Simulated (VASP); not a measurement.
# Bi in VASP: a series of runs

Bi is run at these levels: PBEsol; tasks: single point.

Everything below comes from runs of VASP 6.6.1. Logs are shortened: lines on timing, memory, paths and dates and some standing lists are left out, and cuts for length are marked.

## 1. The cell of the first run

Symmetry: P2_1/c, No. 14, monoclinic system. The conventional cell has a = 6.618 Å, b = 4.740 Å, c = 4.516 Å, α = 90.00°, β = 109.92°, γ = 90.00°. Bi (site symmetry 1) has 9 Bi at 3.08 to 3.94 Å within 4.1 Å.

## 2. Single point, PBEsol

File INCAR:

```
PREC     = Accurate       # precision mode
ENCUT    = 520            # plane-wave cutoff, eV
EDIFF    = 1E-7           # SCF threshold, eV
ISMEAR   = 0              # smearing method
SIGMA    = 0.1            # smearing width, eV
LREAL    = F              # projectors in reciprocal space
LASPH    = T              # aspherical terms in the spheres
NELM     = 80             # most SCF steps
ALGO     = Fast           # electronic algorithm
ISIF     = 2              # what is computed and relaxed
LWAVE    = F              # write WAVECAR
LCHARG   = F              # write CHGCAR
GGA      = PS             # functional
NBANDS   = 70             # bands
```

File KPOINTS:

```
Automatic mesh
0
Gamma
  6 6 6
```

File POSCAR:

```
Bi
1.0
    4.5157341207      0.0010180142     -4.7404015497
    4.5157341207      0.0010180142      4.7404015497
   -2.2592662651     -6.2223908986      0.0000000000
Bi
8
Direct
    0.5758498022      0.5479661823      0.2467759875
    0.0758498022      0.0479661823      0.2467759875
    0.0479661823      0.5758498022      0.2467759875
    0.5479661823      0.0758498022      0.2467759875
    0.4241501978      0.4520338177      0.7532240125
    0.9241501978      0.9520338177      0.7532240125
    0.9520338177      0.4241501978      0.7532240125
    0.4520338177      0.9241501978      0.7532240125
```

Potentials or basis: VASP PAW PBE potentials, release 64 (Bi_d).

Run with:

```sh
$ cat potpaw_PBE.64/Bi_d/POTCAR > POTCAR
$ mpirun -np 1 vasp_std > vasp.out
```

OUTCAR:

```text
PREC = Accurate
   ENCUT = 520
   EDIFF = 1E-7
   ISMEAR = 0
   LREAL = F
   LASPH = T
   NELM = 80
   ISIF = 2
   GGA = PS

 ion  position               nearest neighbor table
   1  0.576  0.548  0.247-   5 3.08   4 3.09   3 3.09   4 3.47   3 3.47   6 3.88   5 3.89
   2  0.076  0.048  0.247-   6 3.08   4 3.09   3 3.09   3 3.47   4 3.47   5 3.88   6 3.89
   3  0.048  0.576  0.247-   7 3.08   2 3.09   1 3.09   1 3.47   2 3.47   8 3.88   7 3.89
   4  0.548  0.076  0.247-   8 3.08   2 3.09   1 3.09   2 3.47   1 3.47   7 3.88   8 3.89
   5  0.424  0.452  0.753-   1 3.08   7 3.09   8 3.09   7 3.47   8 3.47   2 3.88   1 3.89
   6  0.924  0.952  0.753-   2 3.08   7 3.09   8 3.09   8 3.47   7 3.47   1 3.88   2 3.89
   7  0.952  0.424  0.753-   3 3.08   5 3.09   6 3.09   6 3.47   5 3.47   4 3.88   3 3.89
   8  0.452  0.924  0.753-   4 3.08   5 3.09   6 3.09   5 3.47   6 3.47   3 3.88   4 3.89

  LATTYP: Found a base centered monoclinic cell.
 ALAT       =     9.0314684709
 B/A-ratio  =     1.0497521117
 C/A-ratio  =     0.7329761955
 COS(beta)  =    -0.3414984460

  Lattice vectors:

 A1 = (   4.5157341207,   0.0010180142,  -4.7404015497)
 A2 = (   4.5157341207,   0.0010180142,   4.7404015497)
 A3 = (  -2.2592662651,  -6.2223908986,   0.0000000000)

Analysis of symmetry for initial positions (statically):
=====================================================================
 Subroutine PRICEL returns following result:

  LATTYP: Found a simple monoclinic cell.
 ALAT       =     4.5157342354
 B/A-ratio  =     1.0497521117
 C/A-ratio  =     1.4655290805
 COS(beta)  =    -0.3407503428

  Lattice vectors:

 A1 = (   4.5157341207,   0.0010180142,   0.0000000000)
 A2 = (   0.0000000000,   0.0000000000,  -4.7404015497)
 A3 = (  -2.2564678556,   6.2213728844,   0.0000000000)

   2 primitive cells build up your supercell.

 Routine SETGRP: Setting up the symmetry group for a
 base centered monoclinic supercell.

 Subroutine GETGRP returns: Found  4 space group operations
 (whereof  2 operations were pure point group operations)
 out of a pool of  4 trial point group operations.

The static configuration has the point symmetry S_2 .
 The point group associated with its full space group is C_2h.

Analysis of symmetry for dynamics (positions and initial velocities):
=====================================================================
 Subroutine PRICEL returns following result:

  LATTYP: Found a simple monoclinic cell.
 ALAT       =     4.5157342354
 B/A-ratio  =     1.0497521117
 C/A-ratio  =     1.4655290805
 COS(beta)  =    -0.3407503428

  Lattice vectors:

 A1 = (   4.5157341207,   0.0010180142,   0.0000000000)
 A2 = (   0.0000000000,   0.0000000000,  -4.7404015497)
 A3 = (  -2.2564678556,   6.2213728844,   0.0000000000)

   2 primitive cells build up your supercell.

 Routine SETGRP: Setting up the symmetry group for a
 base centered monoclinic supercell.

 Subroutine GETGRP returns: Found  4 space group operations
 (whereof  2 operations were pure point group operations)
 out of a pool of  4 trial point group operations.

The dynamic configuration has the point symmetry S_2 .
 The point group associated with its full space group is C_2h.

 Subroutine INISYM returns: Found  4 space group operations
 (whereof  2 operations are pure point group operations),
 and found     2 'primitive' translations

----------------------------------------------------------------------------------------

                                     Primitive cell

  volume of cell :     133.1880

  direct lattice vectors                    reciprocal lattice vectors
     4.515734121  0.001018014  0.000000000     0.221429831  0.080311742  0.000000000
     0.000000000  0.000000000 -4.740401550     0.000000000  0.000000000 -0.210952593
    -2.256467856  6.221372884  0.000000000    -0.000036233  0.160723085  0.000000000

  length of vectors
     4.515734235  4.740401550  6.617939842     0.235544361  0.210952593  0.160723089

  position of ions in fractional coordinates (direct lattice)
     0.877039997  0.027883620  0.753224012
     0.377039997  0.472116380  0.753224012
     0.122960003  0.972116380  0.246775988
     0.622960003  0.527883620  0.246775988

  ion indices of the primitive-cell ions
   primitive index   ion index
                 1           1
                 2           3
                 3           5
                 4           7

----------------------------------------------------------------------------------------

 KPOINTS: Automatic mesh

Automatic generation of k-mesh.
 Grid dimensions read from file:
 generate k-points for:    6    6    6

 Generating k-lattice:

  Cartesian coordinates                     Fractional coordinates (reciprocal lattice)
     0.018455505 -0.006700945 -0.017579383     0.166666667  0.000000000  0.000000000
     0.018455505 -0.006700945  0.017579383     0.000000000  0.166666667  0.000000000
     0.000006039 -0.026787181  0.000000000    -0.000000000 -0.000000000  0.166666667

  Length of vectors
     0.026354185  0.026354185  0.026787181

  Shift w.r.t. Gamma in fractional coordinates (k-lattice)
     0.000000000  0.000000000  0.000000000

 Subroutine IBZKPT returns following result:
 ===========================================

 Found     68 irreducible k-points:

 Following reciprocal coordinates:
            Coordinates               Weight
  0.000000  0.000000  0.000000      1.000000
  0.166667 -0.000000 -0.000000      4.000000
  0.333333 -0.000000 -0.000000      4.000000
  0.500000  0.000000 -0.000000      2.000000
  0.166667  0.166667 -0.000000      2.000000
  0.333333  0.166667 -0.000000      4.000000
[... 16 lines left out ...]
 -0.333333  0.166667  0.166667      4.000000
 -0.166667  0.166667  0.166667      4.000000
 [... further k-points ...]
   k-points           NKPTS =     68   k-points in BZ     NKDIM =     68   number of bands    NBANDS=     70
   number of dos      NEDOS =    301   number of ions     NIONS =      8
   total plane-waves  NPLWV = 125000
   dimension x,y,z NGX =    50 NGY =   50 NGZ =   50
   dimension x,y,z NGXF=   100 NGYF=  100 NGZF=  100
   ions per type =               8
   NGX,Y,Z   is equivalent  to a cutoff of  12.70, 12.70, 12.56 a.u.
   NGXF,Y,Z  is equivalent  to a cutoff of  25.39, 25.39, 25.11 a.u.
 SYSTEM =  unknown system
   PREC   = accura    normal or accurate (medium, high low for compatibility)
   ISTART =      0    job   : 0-new  1-cont  2-samecut
   ICHARG =      2    charge: 1-file 2-atom 10-const
   ISPIN  =      1    spin polarized calculation?
   LNONCOLLINEAR =      F non collinear calculations
   LSORBIT =      F    spin-orbit coupling
   LASPH  =      T    aspherical Exc in radial PAW
   ENCUT  =  520.0 eV  38.22 Ry    6.18 a.u.  12.17 12.17 12.31*2*pi/ulx,y,z
   NELM   =     80;   NELMIN=  2; NELMDL= -5     # of ELM steps
   EDIFF  = 0.1E-06   stopping-criterion for ELM
   LREAL  =      F    real-space projection
   EDIFFG = 0.1E-05   stopping-criterion for IOM
   NSW    =      0    number of steps for IOM
   IBRION =     -1    ionic relax: 0-MD 1-quasi-New 2-CG
   NFREE  =      0    steps in history (QN), initial steepest desc. (CG)
   ISIF   =      2    stress and relaxation
   ISYM   =      2    0-nonsym 1-usesym 2-fastsym
   POTIM  = 0.5000    time-step for ionic-motion
   TEBEG  =    0.0;   TEEND  =   0.0 temperature during run
   PSTRESS=    0.0 pullay stress
   NELECT =     120.0000    total number of electrons
   NUPDOWN=      -1.0000    fix difference up-down
   EMIN   =  10.00;   EMAX   =-10.00  energy-range for DOS
   EFERMI =   0.00;   METHOD = LEGACY
   ISMEAR =     0;   SIGMA  =   0.10  broadening in eV -4-tet -1-fermi 0-gaus
   EFERMI_NEDOS =   21; number of points for ismear=-14 and -15
   IALGO  =     68    algorithm
   IMIX   =      4    mixing-type and parameters
     AMIX     =   0.40;   BMIX     =  1.00
     AMIX_MAG =   1.60;   BMIX_MAG =  1.00
  volume/ion in A,a.u.               =      33.30       224.70
  Fermi-wavevector in a.u.,A,eV,Ry     =   1.254980  2.371568 21.428836  1.574975
  Thomas-Fermi vector in A             =   2.388759
   LORBIT       =      0    0 simple, 1 ext, 2 COOP (PROOUT), +10 PAW based schemes
   GGA     = PS    functional components
   LHFCALC =     F    Hartree Fock is set to
   AEXX    =    0.0000 exact exchange contribution
   IVDW    =     0    specifies the selected vdW correction
   LEPSILON=     F    determine dielectric tensor
   LRPA    =     F    only Hartree local field effects (RPA)
 non-spin polarized calculation
 RMM-DIIS sequential band-by-band and
 Gauss-broadening in eV      SIGMA  =   0.10
  energy-cutoff  :      520.00
  volume of cell :      266.38
 maximum number of plane-waves:      7197
 NGX is ok and might be reduce to    50

 number of electron     119.9999998 magnetization

 Free energy of the ion-electron system (eV)
  ---------------------------------------------------
  ext. energy  EPLUGINS =         0.00000000
  ---------------------------------------------------
  free energy    TOTEN  =       -34.03371637 eV

  energy without entropy =      -34.01234055  energy(sigma->0) =      -34.02302846

 E-fermi :   6.6105     XC(G=0): -10.0105

 val. band max:        6.5991220202   @ k =   0.5000   0.3333   0.3333
 cond. band min:       6.6147697728   @ k =  -0.3333   0.1667   0.5000
 fundamental gap:      0.0156477526
 Fermi energy:         6.6105458165

 k-point     1 :       0.0000    0.0000    0.0000
  band No.  band energies     occupation
      1     -16.1057      2.00000
      2     -16.1020      2.00000
      3     -16.0534      2.00000
      4     -16.0534      2.00000
      5     -16.0482      2.00000
      6     -15.9673      2.00000
[... 62 lines left out ...]
     69      11.3166      0.00000
     70      11.8965      0.00000

 k-point     2 :       0.1667   -0.0000   -0.0000
  band No.  band energies     occupation
      1     -16.0952      2.00000
      2     -16.0908      2.00000
      3     -16.0547      2.00000
      4     -16.0430      2.00000
      5     -16.0429      2.00000
      6     -15.9659      2.00000
[... 1598 lines left out ...]
 k-point    24 :      -0.1667    0.1667    0.1667
  band No.  band energies     occupation
      1     -16.0873      2.00000
      2     -16.0780      2.00000
      3     -16.0426      2.00000
      4     -16.0424      2.00000
      5     -16.0388      2.00000
      6     -15.9565      2.00000
[... 62 lines left out ...]
     69      10.3382      0.00000
     70      10.7623      0.00000

 [... further k-points ...]
[... 5 lines left out ...]
  --------------------------------------------------------------------------------------
  -------------------------------------------------------------------------------------
  Total       -0.1066394     -0.1461099      0.0127302      0.0109191      0.0000000      0.0000000
  in kB       -0.6414061     -0.8788103      0.0765686      0.0656753      0.0000000      0.0000000
  external PRESSURE =      -0.4812159 kB  Pullay stress =       0.0000000 kB

 VOLUME and BASIS-vectors are now :
 -----------------------------------------------------------------------------
  energy-cutoff  :      520.00
  volume of cell :      266.38
      direct lattice vectors                 reciprocal lattice vectors
     4.515734121  0.001018014 -4.740401550     0.110733032 -0.040205671 -0.105476297
     4.515734121  0.001018014  4.740401550     0.110733032 -0.040205671  0.105476297
    -2.259266265 -6.222390899  0.000000000     0.000036233 -0.160723085  0.000000000

 POSITION                                       TOTAL-FORCE (eV/Angst)
 -----------------------------------------------------------------------------------
      4.51732     -1.53439     -0.13218         0.000574      0.000092     -0.004039
      0.00159     -1.53541     -0.13218         0.000574      0.000092     -0.004039
      2.25945     -1.53490      2.50238         0.000574      0.000092      0.004039
      2.25945     -1.53490     -2.23802         0.000574      0.000092      0.004039
      2.25488     -4.68596      0.13218        -0.000574     -0.000092      0.004039
      6.77061     -4.68494      0.13218        -0.000574     -0.000092      0.004039
      4.51275     -4.68545     -2.50238        -0.000574     -0.000092     -0.004039
      4.51275     -4.68545      2.23802        -0.000574     -0.000092     -0.004039
 -----------------------------------------------------------------------------------
    total drift:                                0.000000     -0.000000      0.000000

  FREE ENERGIE OF THE ION-ELECTRON SYSTEM (eV)
  ---------------------------------------------------
  free  energy   TOTEN  =       -34.0337163741 eV

  energy  without entropy=      -34.0123405545  energy(sigma->0) =      -34.02302846
```

It took 31 min on 1 thread of AMD EPYC 9R14 (Zen 4), shared host; peak memory 0.86 GiB.

Results:

```yaml
Free_energy: -34.0337 eV
Pressure: 0.0 GPa
Largest_force: 0.004 eV/Å
Band_gap_on_the_k_mesh: zero (band 60 reaches 6.74 eV, above the bottom of band 61 at 6.24 eV)
```

Forces on the atoms (eV/Å):
```
Bi   0.001  0.000 -0.004
Bi   0.001  0.000 -0.004
Bi   0.001  0.000  0.004
Bi   0.001  0.000  0.004
Bi  -0.001  0.000  0.004
Bi  -0.001  0.000  0.004
Bi  -0.001  0.000 -0.004
Bi  -0.001  0.000 -0.004
```

Stress tensor (GPa, compression positive):
```
-0.06  0.01  0.00
 0.01 -0.09  0.00
 0.00  0.00  0.01
```

Caveat: the PAW data sets were made with another functional, which shifts forces and pressure a little; spin-orbit coupling is left out, which moves the levels of the heavy elements.

## 3. Single point, PBEsol

This run uses another cell than the first one: it holds 4 atoms, not 8.

File INCAR:

```
PREC = Accurate
ENCUT = 520
EDIFF = 1E-7
ISMEAR = 0
SIGMA = 0.1
LREAL = False
LASPH = True
NELM = 80
ALGO = Fast
ISIF = 2
LWAVE = False
LCHARG = False
GGA = PS
NBANDS = 38
```

File KPOINTS:

```
Automatic mesh
0
Gamma
  6 6 4
```

File POSCAR:

```
Bi
1.0
    2.2960998424     -6.2250807370      0.0000000000
    2.2960998424      6.2250807370      0.0000000000
    0.0000000000      0.0000000000      4.6643426999
Bi
4
Direct
    0.1217539117      0.8782460883      0.9766978380
    0.6217539117      0.3782460883      0.5233021620
    0.8782460883      0.1217539117      0.0233021620
    0.3782460883      0.6217539117      0.4766978380
```

Potentials or basis: VASP PAW PBE potentials, release 64 (Bi_d).

Run with:

```sh
$ cat potpaw_PBE.64/Bi_d/POTCAR > POTCAR
$ mpirun -np 1 vasp_std > vasp.out
```

OUTCAR:

```text
PREC = Accurate
   ENCUT = 520
   EDIFF = 1E-7
   ISMEAR = 0
   LREAL = False
   LASPH = True
   NELM = 80
   ISIF = 2
   GGA = PS

 ion  position               nearest neighbor table
   1  0.122  0.878  0.977-   3 3.04   2 3.12   2 3.12   2 3.43   2 3.43
   2  0.622  0.378  0.523-   4 3.04   1 3.12   1 3.12   1 3.43   1 3.43
   3  0.878  0.122  0.023-   1 3.04   4 3.12   4 3.12   4 3.43   4 3.43
   4  0.378  0.622  0.477-   2 3.04   3 3.12   3 3.12   3 3.43   3 3.43

  LATTYP: Found a base centered orthorhombic cell.
 ALAT       =     4.5921996848
 B/A-ratio  =     2.7111542025
[... 1181 lines left out ...]
 [... further k-points ...]
[... 5 lines left out ...]
  --------------------------------------------------------------------------------------
  -------------------------------------------------------------------------------------
  Total       -0.3926922     -0.0665712     -0.4070972      0.0000000      0.0000000      0.0000000
  in kB       -4.7185288     -0.7999089     -4.8916170      0.0000000      0.0000000      0.0000000
  external PRESSURE =      -3.4700182 kB  Pullay stress =       0.0000000 kB

 VOLUME and BASIS-vectors are now :
 -----------------------------------------------------------------------------
  energy-cutoff  :      520.00
  volume of cell :      133.34
      direct lattice vectors                 reciprocal lattice vectors
     2.296099842 -6.225080737  0.000000000     0.217760565 -0.080320243  0.000000000
     2.296099842  6.225080737  0.000000000     0.217760565  0.080320243  0.000000000
     0.000000000  0.000000000  4.664342700     0.000000000  0.000000000  0.214392480

 POSITION                                       TOTAL-FORCE (eV/Angst)
 -----------------------------------------------------------------------------------
      2.29610      4.70922      4.55565         0.000000     -0.006359     -0.006235
      2.29610     -1.51586      2.44086         0.000000     -0.006359      0.006235
      2.29610     -4.70922      0.10869         0.000000      0.006359      0.006235
      2.29610      1.51586      2.22348         0.000000      0.006359     -0.006235
 -----------------------------------------------------------------------------------
    total drift:                                0.000000     -0.000000      0.000000

  FREE ENERGIE OF THE ION-ELECTRON SYSTEM (eV)
  ---------------------------------------------------
  free  energy   TOTEN  =       -17.0802521250 eV

  energy  without entropy=      -17.0718746428  energy(sigma->0) =      -17.07606338
```

OSZICAR:

```text
N       E                     dE             d eps       ncg     rms          rms(c)
DAV:   1     0.715548841500E+03    0.71555E+03   -0.31300E+04  2964   0.194E+03
DAV:   2     0.620584511133E+02   -0.65349E+03   -0.64214E+03  2972   0.543E+02
[... 13 lines left out ...]
RMM:  16    -0.170802579753E+02    0.27283E-06   -0.10617E-07  1733   0.289E-03    0.190E-02
RMM:  17    -0.170803085562E+02   -0.50581E-04   -0.47003E-05  5928   0.499E-02    0.552E-02
RMM:  18    -0.170802535736E+02    0.54983E-04   -0.53474E-05  5928   0.551E-02    0.138E-02
RMM:  19    -0.170802518057E+02    0.17679E-05   -0.38101E-06  4363   0.113E-02    0.926E-03
RMM:  20    -0.170802521278E+02   -0.32211E-06   -0.29466E-07  1931   0.324E-03    0.984E-03
RMM:  21    -0.170802521250E+02    0.28977E-08   -0.59505E-08  1680   0.206E-03
   1 F= -.17080252E+02 E0= -.17076063E+02  d E =-.837748E-02
```

Wall time 4.2 min (1 thread of AMD EPYC 9R45 (Zen 5), shared host); peak memory 0.33 GiB.

Results:

```yaml
Free_energy: -17.0803 eV
Pressure: -0.3 GPa
Largest_force: 0.009 eV/Å
Band_gap_on_the_k_mesh: zero (band 30 reaches 6.58 eV, above the bottom of band 31 at 6.37 eV)
```

Forces on the atoms (eV/Å):
```
Bi   0.000 -0.006 -0.006
Bi   0.000 -0.006  0.006
Bi   0.000  0.006  0.006
Bi   0.000  0.006 -0.006
```

Caveat: the PAW data sets were made with another functional, which shifts forces and pressure a little; spin-orbit coupling is left out, which moves the levels of the heavy elements.
